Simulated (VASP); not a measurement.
# CdF2 (Fm-3m) in VASP: a series of runs, part 2 of 2

VASP 6.6.1. The steps go on from the part before.

### Step 4. Vibrations by perturbation theory, PBEsol

This run uses another cell than the first one, of 13.26 Å³/atom.

Contents of INCAR:

```
SYSTEM = CdF2
  ALGO = Normal
  EDIFF = 1E-8
  ENCUT = 520
  GGA = PS
  IBRION = 8
  ISIF = 2
  ISMEAR = 0
  LASPH = .TRUE.
  LCHARG = .FALSE.
  LREAL = .FALSE.
  LWAVE = .FALSE.
  NELM = 80
  NSW = 1
  PREC = Accurate
  SIGMA = 0.01
```

Contents of KPOINTS:

```
k-points
0
G
  8 8 8
  0 0 0
```

Contents of POSCAR:

```
CdF2
1.0
    2.7092473824      2.7092473824      0.0000000000
   -2.7092473824      2.7092473824      0.0000000000
    0.0000000000      2.7092473824      2.7092473824
Cd F
1 2
Direct
    0.0000000000      0.0000000000      0.0000000000
    0.2500000000      0.7500000000      0.5000000000
    0.7500000000      0.2500000000      0.5000000000
```

Potentials or basis: VASP PAW PBE potentials, release 64 (Cd, F).

Started as:

```bash
$ cat potpaw_PBE.64/Cd/POTCAR potpaw_PBE.64/F/POTCAR > POTCAR
$ mpirun -np 1 vasp_std > vasp.out
```

OUTCAR:

```text
SYSTEM = CdF2
   EDIFF = 1E-8
   ENCUT = 520
   GGA = PS
   IBRION = 8
   ISIF = 2
   ISMEAR = 0
   LASPH = .TRUE.
   LREAL = .FALSE.
   NELM = 80
   NSW = 1
   PREC = Accurate

 ion  position               nearest neighbor table
   1  0.000  0.000  0.000-   3 2.35   2 2.35   2 2.35   3 2.35   2 2.35   3 2.35   3 2.35   2 2.35

   2  0.250  0.750  0.500-   1 2.35   1 2.35   1 2.35   1 2.35
   3  0.750  0.250  0.500-   1 2.35   1 2.35   1 2.35   1 2.35

  LATTYP: Found a face centered cubic cell.
 ALAT       =     5.4184947648

  Lattice vectors:

 A1 = (   0.0000000000,   2.7092473824,   2.7092473824)
 A2 = (   2.7092473824,   0.0000000000,   2.7092473824)
 A3 = (   2.7092473824,   2.7092473824,   0.0000000000)

Analysis of symmetry for initial positions (statically):
=====================================================================
 Subroutine PRICEL returns:
 Original cell was already a primitive cell.

 Routine SETGRP: Setting up the symmetry group for a
 face centered cubic supercell.

 Subroutine GETGRP returns: Found 48 space group operations
 (whereof 48 operations were pure point group operations)
 out of a pool of 48 trial point group operations.

The static configuration has the point symmetry O_h .

Analysis of symmetry for dynamics (positions and initial velocities):
=====================================================================
 Subroutine PRICEL returns:
[... 682 lines left out ...]

[... ionic steps 2 to 3 ...]

--------------------------------------- Ionic step        4  -------------------------------------------

------------------------ aborting loop because EDIFF is reached ----------------------------------------

[... ionic steps 5 to 6 ...]

--------------------------------------- Ionic step        7  -------------------------------------------

 Free energy of the ion-electron system (eV)
  ---------------------------------------------------
  ---------------------------------------------------
  free energy    TOTEN  =        -0.53252288 eV

  energy without entropy =       -0.53252288

------------------------ aborting loop because EDIFF is reached ----------------------------------------

 INTERNAL STRAIN TENSOR  FOR ION    2  DIRECTION 1   (eV/Angst):
 -----------------------------------------------------------------------------
    -0.00799  0.00000  0.00000
     0.00000  0.00206 -1.67847
    -0.00000 -1.67847  0.00206

 INTERNAL STRAIN TENSOR FOR ION    3 for displacements in x,y,z  (eV/Angst):
          X           Y           Z          XY          YZ          ZX
  --------------------------------------------------------------------------------
  x    -0.00000     0.00000     0.00000     0.00000     1.67847     0.00000
  y     0.00000    -0.00000     0.00000     0.00000     0.00000     1.67847
  z     0.00000     0.00000    -0.00000     1.67847    -0.00000    -0.00000

 SECOND DERIVATIVES (NOT SYMMETRIZED)
 ------------------------------------
               1X          1Y          1Z          2X          2Y          2Z          3X          3Y          3Z
  1X    -4.862272    0.000000    0.000000    2.431136   -0.000000   -0.000000    2.431136    0.000000    0.000000
  1Y     0.000000   -4.862272    0.000000   -0.000000    2.431136   -0.000000    0.000000    2.431136    0.000000
  1Z     0.000000    0.000000   -4.862272   -0.000000   -0.000000    2.431136    0.000000    0.000000    2.431136
  2X     2.364151    0.000000   -0.000000   -4.181572    0.000000    0.000000    1.817421    0.000000   -0.000000
  2Y    -0.000000    2.364151    0.000000    0.000000   -4.181572    0.000000   -0.000000    1.817421    0.000000
  2Z    -0.000000   -0.000000    2.364151    0.000000    0.000000   -4.181572    0.000000    0.000000    1.817421
  3X     2.364151    0.000000   -0.000000    1.817421    0.000000   -0.000000   -4.181572    0.000000    0.000000
  3Y    -0.000000    2.364151    0.000000   -0.000000    1.817421    0.000000    0.000000   -4.181572    0.000000
  3Z    -0.000000   -0.000000    2.364151    0.000000    0.000000    1.817421    0.000000    0.000000   -4.181572

 Eigenvectors and eigenvalues of the dynamical matrix
 ----------------------------------------------------

   1 f  =    8.784882 THz    55.197044 2PiTHz  293.032136 cm-1    36.331338 meV
             X         Y         Z           dx          dy          dz
      0.000000  0.000000  0.000000    -0.000000   -0.000000   -0.000000
     -1.354624  4.063871  1.354624     0.048270   -0.702060   -0.069149
      1.354624  4.063871  1.354624    -0.048270    0.702060    0.069149
[... 43 lines left out ...]
   9 f/i=    0.039128 THz     0.245846 2PiTHz    1.305156 cm-1     0.161819 meV
             X         Y         Z           dx          dy          dz
      0.000000  0.000000  0.000000     0.287052    0.810925    0.045292
     -1.354624  4.063871  1.354624     0.119673    0.338079    0.018882
      1.354624  4.063871  1.354624     0.119673    0.338079    0.018882

--------------------------------------------------------------------------------------------------------

 ELASTIC MODULI CONTR FROM IONIC RELAXATION (kBar)
 Direction    XX          YY          ZZ          XY          YZ          ZX
 --------------------------------------------------------------------------------
 XX          -0.0000      0.0000      0.0000     -0.0000      0.0000     -0.0000
 YY           0.0000     -0.0000     -0.0000     -0.0000     -0.0000      0.0000
 ZZ           0.0000     -0.0000     -0.0000      0.0000     -0.0000     -0.0000
 XY          -0.0000     -0.0000      0.0000    -37.8366      0.0000     -0.0000
 YZ           0.0000     -0.0000     -0.0000      0.0000    -37.8366      0.0000
 ZX          -0.0000      0.0000     -0.0000     -0.0000      0.0000    -37.8366
 --------------------------------------------------------------------------------
```

stdout:

```text
POSCAR found type information on POSCAR CdF
 POSCAR found :  2 types and       3 ions
 scaLAPACK will be used
 -----------------------------------------------------------------------------
|                                                                             |
|                                                                             |
|     You enforced a specific xc type in the INCAR file but a different       |
|     I HOPE YOU KNOW WHAT YOU ARE DOING!                                     |
|                                                                             |
 -----------------------------------------------------------------------------

 LDA part: xc-table for (Slater+PW92), standard interpolation
 POSCAR, INCAR and KPOINTS ok, starting setup
 FFT: planning ... GRIDC
 FFT: planning ... GRID_SOFT
 FFT: planning ... GRID
 WAVECAR not read
 entering main loop
 Linear response reoptimize wavefunctions to high precision
 Linear response DOF=           2
 Linear response progress:
 first order change of Fermi-energy   0.32485E-04
 force on displaced ion       1 direction 1 :  -4.862  -0.000  -0.000
 Linear response progress:
 first order change of Fermi-energy   0.11178E-04
 force on displaced ion       2 direction 1 :  -4.182  -0.000  -0.000
 Linear response finished
```

It took 94 s on 1 thread of Intel Xeon Platinum 8375C at 2.90GHz (Ice Lake), shared host; peak memory 0.27 GiB.

Results:

* Highest phonon frequency at Γ, LO-TO splitting left out: 293 cm⁻¹

Phonon frequencies in cm⁻¹ (negative: imaginary):
```tsv
q point	frequencies
(0.000, 0.000, 0.000)	-1 -1 -1 214 214 214 293 293 293
```

Caveat: the cell stands under pressure or tension, which shifts response properties; the PAW data sets were made with another functional, which shifts forces and pressure a little.
